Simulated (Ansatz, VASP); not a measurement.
Two plane-wave programs on SrO

INCAR

```
SYSTEM = SrO
  PREC = Accurate
  ENCUT = 520
  EDIFF = 1E-7
  ISMEAR = 0
  SIGMA = 0.05
  LREAL = .False.
  LASPH = .True.
  NELM = 100
  ALGO = Normal
  ISIF = 2
  LWAVE = .False.
  LCHARG = .True.
  GGA = PS
  LELF = .True.
  LVHAR = .True.
  NBANDS = 24
```

The input KPOINTS:

```
Automatic mesh
0
Gamma
  6 6 6
  0 0 0
```

Contents of POSCAR:

```
SrO
1.0
    3.9334289643      0.0000000000      0.0000000000
   -1.9667144822      3.4064494071      0.0000000000
    0.0000000000      0.0000000000      4.9493711904
Sr O
2 2
Direct
    0.3333333333      0.6666666667      0.9381277000
    0.6666666667      0.3333333333      0.4381277000
    0.3333333333      0.6666666667      0.4368723000
    0.6666666667      0.3333333333      0.9368723000
```

Input for Ansatz:

```yaml
crystal:
  lattice:
    - [3.9334289643, 0.0, 0.0]
    - [-1.9667144822, 3.4064494071, 0.0]
    - [0.0, 0.0, 4.9493711904]
  atoms:
    - { symbol: Sr, position: [0.3333333333, 0.6666666667, 0.9381277] }
    - { symbol: Sr, position: [0.6666666667, 0.3333333333, 0.4381277] }
    - { symbol: O, position: [0.3333333333, 0.6666666667, 0.4368723] }
    - { symbol: O, position: [0.6666666667, 0.3333333333, 0.9368723] }
basis:
  ecutwfc: 420
kpoints:
  mp_grid: { grid: [6, 6, 6] }
hamiltonian:
  xc: pbesol
scf:
  occupations: { method: gaussian, width: 0.05 }
output:
  forces: true
  stress: true
  eigenvalues: true
```

Change from the starting cell: strain -0.080 along x and y, -0.040 along z, atoms carried along.

Alike in both runs: task single point; functional PBEsol; k mesh 6 × 6 × 6; occupations gaussian, width 0.05 eV; no spin polarisation.

|  | VASP | Ansatz |
| --- | --- | --- |
| version | VASP 6.6.1 | Ansatz 0.2.0 |
| potentials or method | VASP PAW PBE potentials, release 64 (Sr_sv, O), cutoff 520 eV | scalar-relativistic, plane waves, PAW |
| valence electrons in the cell | 32 | 32 |

|  | VASP | Ansatz | Ansatz less VASP |
| --- | --- | --- | --- |
| gap on the k mesh at the Fermi level (eV) | 3.01 | 3.01 | +0.005 |
| least direct gap on the mesh (eV) | 3.20 | 3.25 | +0.045 |
| pressure (GPa) | 21.4 | 20.1 | -1.24 |
| traceless stress, the component that is largest in VASP (GPa) | -5.74 | -5.42 | +0.320 |
| rms of the force components (eV/Å) | 0.010 | 0.009 | -0.0006 |

VASP's potentials were made for PBE, not for PBEsol. Atom by atom the forces differ by 0.001 eV/Å (rms over components).
